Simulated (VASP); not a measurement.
# Yb2Be2SiS2 (Immm) in VASP: single point with PBE

Aim: the single point of Yb2Be2SiS2 with PBE.

Program: VASP 6.6.1. These are calculated values, not measurements. Logs are shortened: lines on timing, memory, paths and dates and some standing lists are left out, and cuts for length are marked.

## Step 1: The cell of the first run

Symmetry: Immm, No. 71, orthorhombic system. Conventional cell: a = 4.184 Å, b = 8.670 Å, c = 8.859 Å, α = 90.00°, β = 90.00°, γ = 90.00°. Yb (site symmetry mm2) has 3 Be at 2.61 to 2.77 Å and 4 S at 3.34 Å and 2 Si at 3.35 Å within 3.4 Å. Be (site symmetry mmm) has 2 S at 1.87 Å within 2.5 Å. Be (site symmetry mmm) has 2 Si at 2.09 Å and 2 S at 2.46 Å and 2 Yb at 2.61 Å within 2.8 Å. Si (site symmetry mmm) has 2 Be at 2.09 Å within 2.8 Å. Within 2.5 Å of S (site symmetry m2m) lie 2 Be at 1.87 to 2.46 Å.

The cell was generated, and may not be a known phase.

## Step 2: Single point, PBE, collinear spin, ferromagnetic start

INCAR reads:

```
SYSTEM = Yb2Be2SiS2
ALGO = Normal ; EDIFF = 1E-6
ENCUT = 520 ; GGA = PE
ISIF = 2 ; ISMEAR = 0
ISPIN = 2 ; LASPH = .TRUE.
LCHARG = .FALSE. ; LMAXMIX = 6
LORBIT = 11 ; LREAL = .FALSE.
LWAVE = .FALSE. ; MAGMOM = 1 1 0 0 0 0 0
NBANDS = 47 ; NELM = 150
PREC = Accurate ; SIGMA = 0.15
```

KPOINTS reads:

```
k-points
0
G
  3 3 3
  0 0 0
```

POSCAR reads:

```
Yb2Be2SiS2
1.0
   -2.0917705838      4.4295458176      4.3350400544
    2.0917705838     -4.4295458176      4.3350400544
    2.0917705838      4.4295458176     -4.3350400544
Yb Be Si S
2 2 1 2
Direct
    0.7051081789      0.5000000000      0.2051081789
    0.2948918211      0.5000000000      0.7948918211
    0.5000000000      0.0000000000      0.5000000000
    0.0000000000      0.5000000000      0.5000000000
    0.0000000000      0.0000000000      0.0000000000
    0.2838684391      0.7838684391      0.5000000000
    0.7161315609      0.2161315609      0.5000000000
```

Potentials or basis: VASP PAW PBE potentials, release 64 (Yb, Be, Si, S).

Command:

```console
cat potpaw_PBE.64/Yb/POTCAR potpaw_PBE.64/Be/POTCAR potpaw_PBE.64/Si/POTCAR potpaw_PBE.64/S/POTCAR > POTCAR
mpirun -np 1 vasp_std > vasp.out
```

OUTCAR:

```text
SYSTEM = Yb2Be2SiS2
   EDIFF = 1E-6
   ENCUT = 520
   GGA = PE
   ISIF = 2
   ISMEAR = 0
   ISPIN = 2
   LASPH = .TRUE.
   LORBIT = 11
   LREAL = .FALSE.
   NELM = 150
   PREC = Accurate

 ion  position               nearest neighbor table
   1  0.705  0.500  0.205-   4 2.61   3 2.77   3 2.77   5 3.35   5 3.35   2 3.63
   2  0.295  0.500  0.795-   4 2.61   3 2.77   3 2.77   5 3.35   5 3.35   1 3.63
   3  0.500  0.000  0.500-   6 1.87   7 1.87   1 2.77   2 2.77   1 2.77   2 2.77
   4  0.000  0.500  0.500-   5 2.09   5 2.09   7 2.46   6 2.46   1 2.61   2 2.61
   5  0.000  0.000  0.000-   4 2.09   4 2.09   2 3.35   2 3.35   1 3.35   1 3.35
   6  0.284  0.784  0.500-   3 1.87   4 2.46
   7  0.716  0.216  0.500-   3 1.87   4 2.46

  LATTYP: Found a body centered orthorhombic cell.
 ALAT       =     4.1835411676
 B/A-ratio  =     2.0724261484
 C/A-ratio  =     2.1176059420

  Lattice vectors:

 A1 = (   2.0917705838,  -4.4295458176,  -4.3350400544)
 A2 = (  -2.0917705838,  -4.4295458176,   4.3350400544)
 A3 = (  -2.0917705838,   4.4295458176,  -4.3350400544)

Analysis of symmetry for initial positions (statically):
=====================================================================
 Subroutine PRICEL returns:
 Original cell was already a primitive cell.

 Routine SETGRP: Setting up the symmetry group for a
 body centered orthorhombic supercell.

 Subroutine GETGRP returns: Found  8 space group operations
 (whereof  8 operations were pure point group operations)
 out of a pool of  8 trial point group operations.

The static configuration has the point symmetry D_2h.

Analysis of symmetry for dynamics (positions and initial velocities):
=====================================================================
 Subroutine PRICEL returns:
 Original cell was already a primitive cell.

 Routine SETGRP: Setting up the symmetry group for a
 body centered orthorhombic supercell.

 Subroutine GETGRP returns: Found  8 space group operations
 (whereof  8 operations were pure point group operations)
 out of a pool of  8 trial point group operations.

The dynamic configuration has the point symmetry D_2h.

Analysis of structural, dynamic, and magnetic symmetry:
=====================================================================
[... 143 lines left out ...]

 number of electron      68.0000005 magnetization       0.0010398

 Free energy of the ion-electron system (eV)
  ---------------------------------------------------
  ext. energy  EPLUGINS =         0.00000000
  ---------------------------------------------------
  free energy    TOTEN  =       -28.97129352 eV

  energy without entropy =      -28.92823664  energy(sigma->0) =      -28.94976508

 E-fermi :   3.6128     XC(G=0):  -9.1275

 val. band max:        3.3785657409   @ k =  -0.3333   0.3333  -0.0000
 cond. band min:       3.6261015552   @ k =  -0.3333  -0.3333   0.3333
 fundamental gap:      0.2475358143
 Fermi energy:         3.6128269192

 spin component 1

 k-point     1 :       0.0000    0.0000    0.0000
  band No.  band energies     occupation
      1     -48.4350      1.00000
      2     -48.4312      1.00000
      3     -20.8908      1.00000
      4     -20.8724      1.00000
      5     -20.8710      1.00000
      6     -20.8005      1.00000
[... 381 lines left out ...]
     45       7.1712      0.00000
     46       7.6844      0.00000
 Fermi energy:         3.6128269192

 spin component 2

 k-point     1 :       0.0000    0.0000    0.0000
  band No.  band energies     occupation
      1     -48.4350      1.00000
      2     -48.4311      1.00000
      3     -20.8906      1.00000
      4     -20.8724      1.00000
      5     -20.8710      1.00000
      6     -20.8004      1.00000
[... 381 lines left out ...]
     45       7.1714      0.00000
     46       7.6844      0.00000
 [bands above 46 left out]

------------------------ aborting loop because EDIFF is reached ----------------------------------------

  FORCE on cell =-STRESS in cart. coord.  units (eV):
  Direction    XX          YY          ZZ          XY          YZ          ZX
  --------------------------------------------------------------------------------------
  -------------------------------------------------------------------------------------
  Total       -0.0639696     -0.0220267      0.4031430      0.0000000      0.0000000     -0.0000000
  in kB       -0.6379076     -0.2196508      4.0201604      0.0000000      0.0000000     -0.0000000
  external PRESSURE =       1.0542007 kB  Pullay stress =       0.0000000 kB

 VOLUME and BASIS-vectors are now :
 -----------------------------------------------------------------------------
  energy-cutoff  :      520.00
  volume of cell :      160.67
      direct lattice vectors                 reciprocal lattice vectors
    -2.091770584  4.429545818  4.335040054     0.000000000  0.112878390  0.115339188
     2.091770584 -4.429545818  4.335040054     0.239031949  0.000000000  0.115339188
     2.091770584  4.429545818 -4.335040054     0.239031949  0.112878390  0.000000000

 POSITION                                       TOTAL-FORCE (eV/Angst)
 -----------------------------------------------------------------------------------
     -0.00000      1.81707      4.33504        -0.000000     -0.045815      0.000000
      2.09177      2.61247      0.00000        -0.000000      0.045815      0.000000
      0.00000      4.42955      0.00000        -0.000000      0.000000      0.000000
      2.09177      0.00000      0.00000        -0.000000      0.000000      0.000000
      0.00000      0.00000      0.00000        -0.000000      0.000000      0.000000
      2.09177      0.00000      2.46116         0.000000     -0.000000      0.015325
      0.00000      4.42955      1.87388        -0.000000      0.000000     -0.015325
 -----------------------------------------------------------------------------------
    total drift:                                0.000000     -0.000000      0.000000

  FREE ENERGIE OF THE ION-ELECTRON SYSTEM (eV)
  ---------------------------------------------------
  free  energy   TOTEN  =       -28.9712935216 eV

  energy  without entropy=      -28.9282366446  energy(sigma->0) =      -28.94976508

 total charge

# of ion       s       p       d       f       tot
--------------------------------------------------
    1        2.142   5.992   0.291  13.671  22.095
    2        2.142   5.992   0.291  13.671  22.095
    3        0.496   0.819   0.000   0.000   1.315
    4        0.468   0.662   0.000   0.000   1.131
    5        0.806   0.845   0.000   0.000   1.652
    6        1.359   2.329   0.000   0.000   3.688
    7        1.359   2.329   0.000   0.000   3.688
--------------------------------------------------
tot          8.772  18.970   0.581  27.342  55.665

 magnetization (x)

# of ion       s       p       d       f       tot
--------------------------------------------------
    1        0.000   0.000   0.000  -0.000   0.000
    2        0.000   0.000   0.000  -0.000   0.000
    3        0.000   0.000   0.000   0.000   0.000
    4        0.000   0.000   0.000   0.000   0.000
    5        0.000  -0.000   0.000   0.000   0.000
    6        0.000   0.000   0.000   0.000   0.000
    7        0.000   0.000   0.000   0.000   0.000
--------------------------------------------------
tot          0.000   0.000   0.000  -0.000   0.000
```

OSZICAR:

```text
N       E                     dE             d eps       ncg     rms          rms(c)
DAV:   1     0.569699057221E+03    0.56970E+03   -0.22904E+04  2455   0.841E+03
DAV:   2     0.923647503877E+02   -0.47733E+03   -0.44455E+03  2542   0.122E+03
DAV:   3    -0.896710972565E+01   -0.10133E+03   -0.98009E+02  2211   0.265E+02
[... 12 lines left out ...]
DAV: 126    -0.289712758567E+02   -0.10142E-04   -0.62384E-05  2594   0.228E-01    0.586E-01
DAV: 127    -0.289712945086E+02   -0.18652E-04   -0.28562E-05  2840   0.965E-02    0.600E-01
DAV: 128    -0.289713030283E+02   -0.85197E-05   -0.27606E-05  2329   0.556E-02    0.517E-01
DAV: 129    -0.289713005217E+02    0.25066E-05   -0.27006E-05  2185   0.787E-02    0.441E-01
DAV: 130    -0.289712943060E+02    0.62157E-05   -0.15303E-05  2408   0.885E-02    0.290E-01
DAV: 131    -0.289712935216E+02    0.78441E-06   -0.27962E-06  1610   0.455E-02
   1 F= -.28971294E+02 E0= -.28949765E+02  d E =-.430569E-01  mag=    -0.0006
```

It took 25 min on 1 thread of Intel Xeon Platinum 8488C (Sapphire Rapids), shared host; peak memory 0.51 GiB.

What came out:

```
Free energy                                           : -28.9713 eV
Pressure                                              : 0.1 GPa
Largest force                                         : 0.046 eV/Å
Band gap on the k mesh                                : zero (filled and empty bands overlap)
Net moment                                            : 0.00 μB per cell
Valence electrons inside the program's atomic spheres : Yb 22.09; Be 1.31, 1.13; Si 1.65; S 3.69
```

Forces on the atoms (eV/Å):
```
Yb   0.000 -0.046  0.000
Yb   0.000  0.046  0.000
Be   0.000  0.000  0.000
Be   0.000  0.000  0.000
Si   0.000  0.000  0.000
S    0.000  0.000  0.015
S    0.000  0.000 -0.015
```

Caveat: the k points lie up to 0.55 Å⁻¹ apart; spin-orbit coupling is left out, which moves the levels of the heavy elements. The state reached can hang on the start; a lower one may exist.

The gap in the log of VASP goes by the Fermi energy; the results here count the filled bands.